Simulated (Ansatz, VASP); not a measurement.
# Two plane-wave programs on SiO2

INCAR

```
SYSTEM = SiO2
PREC     = Accurate       ! precision mode
ENCUT    = 520            ! plane-wave cutoff, eV
EDIFF    = 1E-6           ! SCF threshold, eV
ISMEAR   = 0              ! smearing method
SIGMA    = 0.02           ! smearing width, eV
LREAL    = .FALSE.        ! projectors in reciprocal space
LASPH    = .TRUE.         ! aspherical terms in the spheres
NELM     = 60             ! most SCF steps
ALGO     = Normal         ! electronic algorithm
ISIF     = 2              ! what is computed and relaxed
LWAVE    = .FALSE.        ! write WAVECAR
LCHARG   = .FALSE.        ! write CHGCAR
NBANDS   = 44             ! bands
```

KPOINTS

```
regular mesh
0
G
  6 6 4
  0 0 0
```

Contents of POSCAR:

```
SiO2
1.0
    4.9288870751      0.0000000000      0.0000000000
    0.0000000000      4.9288870751      0.0000000000
    0.0000000000      0.0000000000      7.2888059817
Si O
4 8
Direct
    0.0000000000      0.0000000000      0.0000000000
    0.0000000000      0.5000000000      0.2500000000
    0.5000000000      0.5000000000      0.5000000000
    0.5000000000      0.0000000000      0.7500000000
    0.0985467053      0.2500000000      0.1250000000
    0.2500000000      0.5985467053      0.3750000000
    0.7500000000      0.4014532947      0.3750000000
    0.9014532947      0.7500000000      0.1250000000
    0.5985467053      0.7500000000      0.6250000000
    0.7500000000      0.0985467053      0.8750000000
    0.2500000000      0.9014532947      0.8750000000
    0.4014532947      0.2500000000      0.6250000000
```

Input for Ansatz:

```yaml
crystal:
  lattice:
    - [4.9288870751, 0.0, 0.0]
    - [0.0, 4.9288870751, 0.0]
    - [0.0, 0.0, 7.2888059817]
  atoms:
    - { symbol: Si, position: [0.0, 0.0, 0.0] }
    - { symbol: Si, position: [0.0, 0.5, 0.25] }
    - { symbol: Si, position: [0.5, 0.5, 0.5] }
    - { symbol: Si, position: [0.5, 0.0, 0.75] }
    - { symbol: O, position: [0.0985467053, 0.25, 0.125] }
    - { symbol: O, position: [0.25, 0.5985467053, 0.375] }
    - { symbol: O, position: [0.75, 0.4014532947, 0.375] }
    - { symbol: O, position: [0.9014532947, 0.75, 0.125] }
    - { symbol: O, position: [0.5985467053, 0.75, 0.625] }
    - { symbol: O, position: [0.75, 0.0985467053, 0.875] }
    - { symbol: O, position: [0.25, 0.9014532947, 0.875] }
    - { symbol: O, position: [0.4014532947, 0.25, 0.625] }
basis:
  ecutwfc: 420
kpoints:
  mp_grid: { grid: [6, 6, 4] }
hamiltonian:
  xc: lda
scf:
  occupations: { method: gaussian, width: 0.02 }
output:
  forces: true
  stress: true
  eigenvalues: true
  write_density: true
  write_potential: true
  elf: true
  volumetric_format: npy
```

Alike in both runs: task single point; functional LDA; k mesh 6 × 6 × 4; occupations gaussian, width 0.02 eV; no spin polarisation.

|  | VASP | Ansatz |
| --- | --- | --- |
| version | VASP 6.6.1 | Ansatz 0.2.0 |
| potentials or method | VASP PAW LDA potentials, release 64 (Si, O), cutoff 520 eV | scalar-relativistic, plane waves, PAW |
| valence electrons in the cell | 64 | 64 |

|  | VASP | Ansatz | Ansatz less VASP |
| --- | --- | --- | --- |
| gap on the k mesh at the Fermi level (eV) | 5.76 | 5.76 | +0.001 |
| least direct gap on the mesh (eV) | 5.76 | 5.76 | +0.001 |
| pressure (GPa) | 0.6 | 0.0 | -0.55 |
| rms of the force components (eV/Å) | 0.014 | 0.001 | -0.0128 |

LDA's correlation is that of Perdew and Zunger in VASP and of Perdew and Wang (1992) in Ansatz. Atom by atom the forces differ by 0.013 eV/Å (rms over components).
